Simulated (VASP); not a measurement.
# PbS (Fm-3m) in VASP: a series of runs

PbS is run at these levels: BHLYP; tasks: single point.

Everything below comes from runs of VASP 6.6.1. Logs are shortened: lines on timing, memory, paths and dates and some standing lists are left out, and cuts for length are marked.

**1. The cell of the first run**

The structure is cubic, space group Fm-3m (No. 225). Conventional cell: a = 5.851 Å, b = 5.851 Å, c = 5.851 Å, α = 90.00°, β = 90.00°, γ = 90.00°. Within 3.9 Å of Pb (site symmetry m-3m) lie 6 S at 2.93 Å. S (site symmetry m-3m) has 6 Pb at 2.93 Å within 3.9 Å.

**2. Single point, BHLYP**

File POSCAR:

```
PbS
1.0
    0.0000000000      2.9256673838      2.9256673838
    2.9256673838      0.0000000000      2.9256673838
    2.9256673838      2.9256673838      0.0000000000
Pb S
1 1
Direct
    0.0000000000      0.0000000000      0.0000000000
    0.5000000000      0.5000000000      0.5000000000
```

File INCAR.step1:

```
SYSTEM = PbS
ALGO = Normal ; EDIFF = 1E-5
ENCUT = 520 ; GGA = PE
ISIF = 2 ; ISMEAR = -1
LASPH = .TRUE. ; LCHARG = .FALSE.
LREAL = .FALSE. ; LWAVE = .TRUE.
NBANDS = 17 ; NELM = 100
PREC = Accurate ; SIGMA = 0.05
```

File INCAR.step2:

```
SYSTEM = PbS
AEXX = 0.5 ; AGGAC = 1.0
AGGAX = 0.5 ; ALDAC = 0.0
ALDAX = 0.5 ; ALGO = Normal
EDIFF = 1E-6 ; ENCUT = 520
GGA = B5 ; ISIF = 2
ISMEAR = -1 ; ISTART = 1
LASPH = .TRUE. ; LCHARG = .FALSE.
LHFCALC = .TRUE. ; LREAL = .FALSE.
LWAVE = .FALSE. ; NBANDS = 17
NELM = 100 ; PREC = Accurate
PRECFOCK = Normal ; SIGMA = 0.05
```

File KPOINTS:

```
k-points
0
G
  4 4 4
  0 0 0
```

Potentials or basis: VASP PAW PBE potentials, release 64 (Pb_d, S).

Run with:

```console
cat potpaw_PBE.64/Pb_d/POTCAR potpaw_PBE.64/S/POTCAR > POTCAR
cp INCAR.step1 INCAR
mpirun -np 1 vasp_std > vasp.out
cp INCAR.step2 INCAR
mpirun -np 1 vasp_std > vasp.out
```

OUTCAR:

```text
SYSTEM = PbS
   AEXX = 0.5
   EDIFF = 1E-6
   ENCUT = 520
   GGA = B5
   ISIF = 2
   ISMEAR = -1
   ISTART = 1
   LASPH = .TRUE.
   LHFCALC = .TRUE.
   LREAL = .FALSE.
   NELM = 100
   PREC = Accurate
   PRECFOCK = Normal

 ion  position               nearest neighbor table
   1  0.000  0.000  0.000-   2 2.93   2 2.93   2 2.93   2 2.93   2 2.93   2 2.93
   2  0.500  0.500  0.500-   1 2.93   1 2.93   1 2.93   1 2.93   1 2.93   1 2.93

  LATTYP: Found a face centered cubic cell.
 ALAT       =     5.8513347676

  Lattice vectors:

 A1 = (   0.0000000000,   2.9256673838,   2.9256673838)
 A2 = (   2.9256673838,   0.0000000000,   2.9256673838)
 A3 = (   2.9256673838,   2.9256673838,   0.0000000000)

Analysis of symmetry for initial positions (statically):
=====================================================================
 Subroutine PRICEL returns:
 Original cell was already a primitive cell.

 Routine SETGRP: Setting up the symmetry group for a
 face centered cubic supercell.

 Subroutine GETGRP returns: Found 48 space group operations
 (whereof 48 operations were pure point group operations)
 out of a pool of 48 trial point group operations.

The static configuration has the point symmetry O_h .

Analysis of symmetry for dynamics (positions and initial velocities):
=====================================================================
 Subroutine PRICEL returns:
 Original cell was already a primitive cell.

 Routine SETGRP: Setting up the symmetry group for a
 face centered cubic supercell.

 Subroutine GETGRP returns: Found 48 space group operations
 (whereof 48 operations were pure point group operations)
 out of a pool of 48 trial point group operations.

The dynamic configuration has the point symmetry O_h .

 Subroutine INISYM returns: Found 48 space group operations
 (whereof 48 operations are pure point group operations),
 and found     1 'primitive' translations

----------------------------------------------------------------------------------------

                                     Primitive cell

  volume of cell :      50.0847

  direct lattice vectors                    reciprocal lattice vectors
     0.000000000  2.925667384  2.925667384    -0.170901177  0.170901177  0.170901177
[... 73 lines left out ...]
   IBRION =     -1    ionic relax: 0-MD 1-quasi-New 2-CG
   NFREE  =      0    steps in history (QN), initial steepest desc. (CG)
   ISIF   =      2    stress and relaxation
   ISYM   =      3    0-nonsym 1-usesym 2-fastsym
   POTIM  = 0.5000    time-step for ionic-motion
   TEBEG  =    0.0;   TEEND  =   0.0 temperature during run
   PSTRESS=    0.0 pullay stress
   NELECT =      20.0000    total number of electrons
   NUPDOWN=      -1.0000    fix difference up-down
   EMIN   =  10.00;   EMAX   =-10.00  energy-range for DOS
   EFERMI =   0.00;   METHOD = LEGACY
   ISMEAR =    -1;   SIGMA  =   0.05  broadening in eV -4-tet -1-fermi 0-gaus
   EFERMI_NEDOS =   21; number of points for ismear=-14 and -15
   IALGO  =     38    algorithm
   IMIX   =      1    mixing-type and parameters
     AMIX     =   0.40;   BMIX     =  1.00
     AMIX_MAG =   1.60;   BMIX_MAG =  1.00
  volume/ion in A,a.u.               =      25.04       168.99
  Fermi-wavevector in a.u.,A,eV,Ry     =   1.205544  2.278149 19.773855  1.453337
  Thomas-Fermi vector in A             =   2.341238
   LORBIT       =      0    0 simple, 1 ext, 2 COOP (PROOUT), +10 PAW based schemes
   GGA     = B5    functional components
   LHFCALC =     T    Hartree Fock is set to
   PRECFOCK=normal    Normal, Fast or Accurate (Low or Medium for compatibility)
   ENCUT4O =  -1.0   cutoff for four orbital integrals eV
   NKREDX  =     1    reduce k-point grid by
   NKREDY  =     1    reduce k-point grid by
   NKREDZ  =     1    reduce k-point grid by
   AEXX    =    0.5000 exact exchange contribution
   HFSCREEN=    0.0000 screening length (either q_TF or 0.3 A-1)
   HFSCREENC=   0.0000 screening length for correlation (either q_TF or 0.3 A-1)
   ENCUTFOCK=  -1.0 apply spherical cutoff to Coloumb kernel
   IVDW    =     0    specifies the selected vdW correction
   LEPSILON=     F    determine dielectric tensor
   LRPA    =     F    only Hartree local field effects (RPA)
 non-spin polarized calculation
  energy-cutoff  :      520.00
  volume of cell :       50.08
 maximum number of plane-waves:      1363
 NGX is ok and might be reduce to    32
  NGX = 24; NGY = 24; NGZ = 24

 number of electron      19.9999996 magnetization

 Free energy of the ion-electron system (eV)
  ---------------------------------------------------
  ext. energy  EPLUGINS =         0.00000000
  ---------------------------------------------------
  free energy    TOTEN  =       -13.16165079 eV

  energy without entropy =      -13.16165079  energy(sigma->0) =      -13.16165079

 E-fermi :   6.6615     XC(G=0):  -5.1666

 val. band max:        5.5498802678   @ k =   0.5000   0.0000   0.0000
 cond. band min:       8.2012736847   @ k =   0.5000   0.0000   0.0000
 fundamental gap:      2.6513934168
 Fermi energy:         6.6615258530

 k-point     1 :       0.0000    0.0000    0.0000
  band No.  band energies     occupation
      1     -15.0331      2.00000
      2     -15.0331      2.00000
      3     -15.0138      2.00000
      4     -15.0138      2.00000
      5     -15.0138      2.00000
      6     -11.7261      2.00000
[... 137 lines left out ...]
      4     -14.9959      2.00000
      5     -14.9441      2.00000
      6      -9.5785      2.00000
[... 9 lines left out ...]
     16      21.4044      0.00000
     17      21.5552      0.00000

------------------------ aborting loop because EDIFF is reached ----------------------------------------

  FORCE on cell =-STRESS in cart. coord.  units (eV):
  Direction    XX          YY          ZZ          XY          YZ          ZX
  --------------------------------------------------------------------------------------
  -------------------------------------------------------------------------------------
  Total        2.1182857      2.1182857      2.1182857     -0.0000000      0.0000000      0.0000000
  in kB       67.7626329     67.7626329     67.7626329     -0.0000000      0.0000000      0.0000000
  external PRESSURE =      67.7626329 kB  Pullay stress =       0.0000000 kB

 VOLUME and BASIS-vectors are now :
 -----------------------------------------------------------------------------
  energy-cutoff  :      520.00
  volume of cell :       50.08
      direct lattice vectors                 reciprocal lattice vectors
     0.000000000  2.925667384  2.925667384    -0.170901177  0.170901177  0.170901177
     2.925667384  0.000000000  2.925667384     0.170901177 -0.170901177  0.170901177
     2.925667384  2.925667384  0.000000000     0.170901177  0.170901177 -0.170901177

 POSITION                                       TOTAL-FORCE (eV/Angst)
 -----------------------------------------------------------------------------------
      0.00000      0.00000      0.00000        -0.000000      0.000000     -0.000000
      2.92567      2.92567      2.92567         0.000000     -0.000000      0.000000
 -----------------------------------------------------------------------------------
    total drift:                                0.000003      0.000003      0.000006

  FREE ENERGIE OF THE ION-ELECTRON SYSTEM (eV)
  ---------------------------------------------------
  free  energy   TOTEN  =       -13.1616507909 eV

  energy  without entropy=      -13.1616507909  energy(sigma->0) =      -13.16165079
```

OUTCAR.step1:

```text
SYSTEM = PbS
   EDIFF = 1E-5
   ENCUT = 520
   GGA = PE
   ISIF = 2
   ISMEAR = -1
   LASPH = .TRUE.
[... 362 lines left out ...]
      0.00000      0.00000      0.00000         0.000000      0.000000     -0.000000
      2.92567      2.92567      2.92567        -0.000000     -0.000000      0.000000
 -----------------------------------------------------------------------------------
    total drift:                                0.000000     -0.000000     -0.000000

  FREE ENERGIE OF THE ION-ELECTRON SYSTEM (eV)
  ---------------------------------------------------
  free  energy   TOTEN  =        -8.6955670401 eV

  energy  without entropy=       -8.6911799152  energy(sigma->0) =       -8.69337348
```

OSZICAR.step1:

```text
N       E                     dE             d eps       ncg     rms          rms(c)
DAV:   1     0.156785662029E+03    0.15679E+03   -0.95628E+03   272   0.124E+03
DAV:   2     0.233227714252E+01   -0.15445E+03   -0.14902E+03   280   0.309E+02
DAV:   3    -0.887376541327E+01   -0.11206E+02   -0.11136E+02   362   0.885E+01
DAV:   4    -0.913408763998E+01   -0.26032E+00   -0.26011E+00   342   0.145E+01
DAV:   5    -0.914450423405E+01   -0.10417E-01   -0.10416E-01   440   0.283E+00    0.490E+00
DAV:   6    -0.869332501601E+01    0.45118E+00   -0.13069E+00   420   0.795E+00    0.363E+00
DAV:   7    -0.869298848038E+01    0.33654E-03   -0.12803E-01   334   0.181E+00    0.202E+00
DAV:   8    -0.869577529642E+01   -0.27868E-02   -0.13958E-02   324   0.126E+00    0.178E-01
DAV:   9    -0.869542378184E+01    0.35151E-03   -0.33808E-03   415   0.463E-01    0.803E-02
DAV:  10    -0.869555062842E+01   -0.12685E-03   -0.34619E-04   308   0.108E-01    0.324E-02
DAV:  11    -0.869556728087E+01   -0.16652E-04   -0.31123E-05   356   0.490E-02    0.128E-02
DAV:  12    -0.869556704012E+01    0.24075E-06   -0.45574E-06   235   0.318E-02
   1 F= -.86955670E+01 E0= -.86933735E+01  d E =-.438712E-02
```

Run time: 7.6 min. Hardware: 1 thread of AMD EPYC 7R13 (Zen 3), shared host; peak memory 0.16 GiB.

Results:

- Free energy: -13.1617 eV
- Pressure: 6.8 GPa
- Band gap on the k mesh: 2.65 eV

Levels at points of the mesh, in eV from the valence-band top:
| k point | band 8 | band 9 | band 10 | band 11 | band 12 | band 13 |
| --- | --- | --- | --- | --- | --- | --- |
| (0.00, 0.00, 0.00) | -3.28 | -3.28 | -3.28 | 8.39 | 8.39 | 8.39 |
| (0.50, 0.00, 0.00) | -2.79 | -2.79 | 0.00 | 2.65 | 4.32 | 4.32 |
| (0.50, 0.50, 0.00) | -7.01 | -4.84 | -4.84 | 6.38 | 9.01 | 9.05 |

Caveat: the k points lie up to 0.46 Å⁻¹ apart; the PAW data sets were made with another functional, which shifts forces and pressure a little; spin-orbit coupling is left out, which moves the levels of the heavy elements.

**3. Single point, BHLYP**

This run uses another cell than the first one, of 25.56 Å³/atom.

File POSCAR:

```
PbS
1.0
    0.0000000000      2.9458450378      2.9458450378
    2.9458450378      0.0000000000      2.9458450378
    2.9458450378      2.9458450378      0.0000000000
Pb S
1 1
Direct
    0.0000000000      0.0000000000      0.0000000000
    0.5000000000      0.5000000000      0.5000000000
```

File INCAR.step1:

```
SYSTEM = PbS
PREC = Accurate
ENCUT = 520
EDIFF = 1E-5
ISMEAR = -1
SIGMA = 0.05
LREAL = .FALSE.
LASPH = .TRUE.
NELM = 100
ALGO = Normal
ISIF = 2
LWAVE = .TRUE.
GGA = PE
NBANDS = 17
```

File INCAR.step2:

```
SYSTEM = PbS
PREC = Accurate
ENCUT = 520
EDIFF = 1E-7
ISMEAR = -1
SIGMA = 0.05
LREAL = .FALSE.
LASPH = .TRUE.
NELM = 100
ALGO = Normal
ISIF = 2
LWAVE = .FALSE.
LCHARG = .TRUE.
GGA = B5
LHFCALC = .TRUE.
AEXX = 0.5
ALDAX = 0.5
AGGAX = 0.5
AGGAC = 1.0
ALDAC = 0.0
PRECFOCK = Normal
LELF = .TRUE.
LVHAR = .TRUE.
ISTART = 1
NBANDS = 17
```

File KPOINTS:

```
regular mesh
0
G
  4 4 4
  0 0 0
```

Potentials or basis: VASP PAW PBE potentials, release 64 (Pb_d, S).

Run with:

```console
cat potpaw_PBE.64/Pb_d/POTCAR potpaw_PBE.64/S/POTCAR > POTCAR
cp INCAR.step1 INCAR
mpirun -np 1 vasp_std > vasp.out
cp INCAR.step2 INCAR
mpirun -np 1 vasp_std > vasp.out
```

OUTCAR:

```text
SYSTEM = PbS
   PREC = Accurate
   ENCUT = 520
   EDIFF = 1E-7
   ISMEAR = -1
   LREAL = .FALSE.
   LASPH = .TRUE.
   NELM = 100
   ISIF = 2
   GGA = B5
   LHFCALC = .TRUE.
   AEXX = 0.5
   PRECFOCK = Normal
   ISTART = 1

 ion  position               nearest neighbor table
   1  0.000  0.000  0.000-   2 2.95   2 2.95   2 2.95   2 2.95   2 2.95   2 2.95
   2  0.500  0.500  0.500-   1 2.95   1 2.95   1 2.95   1 2.95   1 2.95   1 2.95

  LATTYP: Found a face centered cubic cell.
 ALAT       =     5.8916900756

  Lattice vectors:

 A1 = (   0.0000000000,   2.9458450378,   2.9458450378)
 A2 = (   2.9458450378,   0.0000000000,   2.9458450378)
 A3 = (   2.9458450378,   2.9458450378,   0.0000000000)

Analysis of symmetry for initial positions (statically):
=====================================================================
 Subroutine PRICEL returns:
 Original cell was already a primitive cell.

 Routine SETGRP: Setting up the symmetry group for a
 face centered cubic supercell.

 Subroutine GETGRP returns: Found 48 space group operations
 (whereof 48 operations were pure point group operations)
[... 152 lines left out ...]

  energy without entropy =      -13.20079236  energy(sigma->0) =      -13.20079236

 E-fermi :   6.2673     XC(G=0):  -5.1179

 val. band max:        5.2164954744   @ k =   0.5000   0.0000   0.0000
 cond. band min:       7.9667118481   @ k =   0.5000   0.0000   0.0000
 fundamental gap:      2.7502163738
 Fermi energy:         6.2672761117

 k-point     1 :       0.0000    0.0000    0.0000
  band No.  band energies     occupation
      1     -15.2836      2.00000
      2     -15.2836      2.00000
      3     -15.2663      2.00000
      4     -15.2663      2.00000
      5     -15.2663      2.00000
      6     -11.7944      2.00000
[... 137 lines left out ...]
      4     -15.2496      2.00000
      5     -15.2021      2.00000
      6      -9.7495      2.00000
[... 9 lines left out ...]
     16      21.0343      0.00000
     17      21.2772      0.00000

------------------------ aborting loop because EDIFF is reached ----------------------------------------

  FORCE on cell =-STRESS in cart. coord.  units (eV):
  Direction    XX          YY          ZZ          XY          YZ          ZX
  --------------------------------------------------------------------------------------
  -------------------------------------------------------------------------------------
  Total        1.6307663      1.6307663      1.6307663      0.0000000      0.0000000      0.0000000
  in kB       51.1025568     51.1025568     51.1025568      0.0000000      0.0000000      0.0000000
  external PRESSURE =      51.1025568 kB  Pullay stress =       0.0000000 kB

 VOLUME and BASIS-vectors are now :
 -----------------------------------------------------------------------------
  energy-cutoff  :      520.00
  volume of cell :       51.13
      direct lattice vectors                 reciprocal lattice vectors
     0.000000000  2.945845038  2.945845038    -0.169730584  0.169730584  0.169730584
     2.945845038  0.000000000  2.945845038     0.169730584 -0.169730584  0.169730584
     2.945845038  2.945845038  0.000000000     0.169730584  0.169730584 -0.169730584

 POSITION                                       TOTAL-FORCE (eV/Angst)
 -----------------------------------------------------------------------------------
      0.00000      0.00000      0.00000        -0.000000     -0.000000     -0.000000
      2.94585      2.94585      2.94585         0.000000      0.000000      0.000000
 -----------------------------------------------------------------------------------
    total drift:                               -0.000000      0.000000     -0.000000

  FREE ENERGIE OF THE ION-ELECTRON SYSTEM (eV)
  ---------------------------------------------------
  free  energy   TOTEN  =       -13.2007923575 eV

  energy  without entropy=      -13.2007923574  energy(sigma->0) =      -13.20079236
```

OSZICAR.step1:

```text
N       E                     dE             d eps       ncg     rms          rms(c)
DAV:   1     0.155436509913E+03    0.15544E+03   -0.95518E+03   272   0.124E+03
DAV:   2     0.235492267705E+01   -0.15308E+03   -0.14531E+03   281   0.313E+02
DAV:   3    -0.888561596293E+01   -0.11241E+02   -0.11162E+02   345   0.889E+01
DAV:   4    -0.917854083910E+01   -0.29292E+00   -0.29270E+00   350   0.157E+01
DAV:   5    -0.918893334086E+01   -0.10393E-01   -0.10390E-01   416   0.281E+00    0.474E+00
DAV:   6    -0.872008937327E+01    0.46884E+00   -0.13742E+00   421   0.795E+00    0.343E+00
DAV:   7    -0.872030977674E+01   -0.22040E-03   -0.13704E-01   318   0.185E+00    0.194E+00
DAV:   8    -0.872344050092E+01   -0.31307E-02   -0.15404E-02   315   0.132E+00    0.213E-01
DAV:   9    -0.872301078479E+01    0.42972E-03   -0.36033E-03   424   0.491E-01    0.814E-02
DAV:  10    -0.872315867576E+01   -0.14789E-03   -0.36442E-04   305   0.110E-01    0.387E-02
DAV:  11    -0.872317300073E+01   -0.14325E-04   -0.35670E-05   367   0.602E-02    0.132E-02
DAV:  12    -0.872317286463E+01    0.13611E-06   -0.42218E-06   206   0.287E-02
   1 F= -.87231729E+01 E0= -.87218795E+01  d E =-.258669E-02
```

It took 8.4 min on 1 thread of AMD EPYC 7R13 (Zen 3), shared host; peak memory 0.16 GiB.

Results:

```yaml
Free_energy: -13.2008 eV
Pressure: 5.1 GPa
Band_gap_on_the_k_mesh: 2.75 eV
```

Levels at points of the mesh, in eV from the valence-band top:
```csv
k point,band 8,band 9,band 10,band 11,band 12,band 13
"(0.00, 0.00, 0.00)",-3.11,-3.11,-3.11,8.36,8.36,8.36
"(0.50, 0.00, 0.00)",-2.64,-2.64,0.00,2.75,4.42,4.42
"(0.50, 0.50, 0.00)",-6.76,-4.64,-4.64,6.52,8.97,9.00
```

Caveat: the k points lie up to 0.46 Å⁻¹ apart; the PAW data sets were made with another functional, which shifts forces and pressure a little; spin-orbit coupling is left out, which moves the levels of the heavy elements. A k mesh can miss the band edges.
